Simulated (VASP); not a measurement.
A run of VASP 6.6.1:

Contents of POSCAR:

```
SiO2
1.0
    5.2382746100      0.0000000000      0.0000000000
    0.0000000000      7.4405844800      0.0000000000
    0.0000000000      0.0000000000      8.1228630600
Si O
6 12
Direct
    0.2500000000      0.2113497400      0.1052556900
    0.7500000000      0.7886502600      0.8947443100
    0.7500000000      0.2113497400      0.8947443100
    0.2500000000      0.7886502600      0.1052556900
    0.2500000000      0.5000000000      0.3868849600
    0.7500000000      0.5000000000      0.6131150400
    0.0000000000      0.2626614600      0.0000000000
    0.5000000000      0.7373385400      0.0000000000
    0.0000000000      0.7373385400      0.0000000000
    0.5000000000      0.2626614600      0.0000000000
    0.2500000000      0.0000000000      0.1482779200
    0.7500000000      0.0000000000      0.8517220800
    0.2500000000      0.3218798500      0.2744145200
    0.7500000000      0.6781201500      0.7255854800
    0.7500000000      0.3218798500      0.7255854800
    0.2500000000      0.6781201500      0.2744145200
    0.5000000000      0.5000000000      0.5000000000
    0.0000000000      0.5000000000      0.5000000000
```

The input INCAR.step1:

```
SYSTEM = SiO2
ALGO     = Normal         ! electronic algorithm
EDIFF    = 1E-4           ! SCF threshold, eV
ENCUT    = 520            ! plane-wave cutoff, eV
GGA      = PE             ! functional
ISMEAR   = 0              ! smearing method
LASPH    = .TRUE.         ! aspherical terms in the spheres
LCHARG   = .FALSE.        ! write CHGCAR
LREAL    = Auto         
LWAVE    = .TRUE.         ! write WAVECAR
NBANDS   = 63             ! bands
NELM     = 100            ! most SCF steps
PREC     = Accurate       ! precision mode
SIGMA    = 0.02           ! smearing width, eV
```

File INCAR.step2:

```
SYSTEM = SiO2
ALGO     = Normal         ! electronic algorithm
EDIFF    = 1E-6           ! SCF threshold, eV
ENCUT    = 520            ! plane-wave cutoff, eV
ISIF     = 2              ! what is computed and relaxed
ISMEAR   = 0              ! smearing method
ISTART   = 1            
LASPH    = .TRUE.         ! aspherical terms in the spheres
LCHARG   = .FALSE.        ! write CHGCAR
LMIXTAU  = .TRUE.       
LREAL    = Auto         
LWAVE    = .FALSE.        ! write WAVECAR
METAGGA  = R2SCAN         ! meta-GGA
NBANDS   = 63             ! bands
NELM     = 100            ! most SCF steps
PREC     = Accurate       ! precision mode
SIGMA    = 0.02           ! smearing width, eV
```

KPOINTS

```
k-points
0
G
  4 4 4
  0 0 0
```

Potentials or basis: VASP PAW PBE potentials, release 64 (Si, O).

Command:

```console
$ cat potpaw_PBE.64/Si/POTCAR potpaw_PBE.64/O/POTCAR > POTCAR
$ cp INCAR.step1 INCAR
$ mpirun -np 1 vasp_std > vasp.out
$ cp INCAR.step2 INCAR
$ mpirun -np 1 vasp_std > vasp.out
```

Hardware: 1 thread of Intel(R) Xeon(R) 6975P-C (Granite Rapids), on a shared host.

Q: Estimate the wall time of this run.

A: It took 14 min on 1 thread of Intel(R) Xeon(R) 6975P-C (Granite Rapids), with other jobs on the host, peak memory 0.57 GiB. Counts: k points 27.
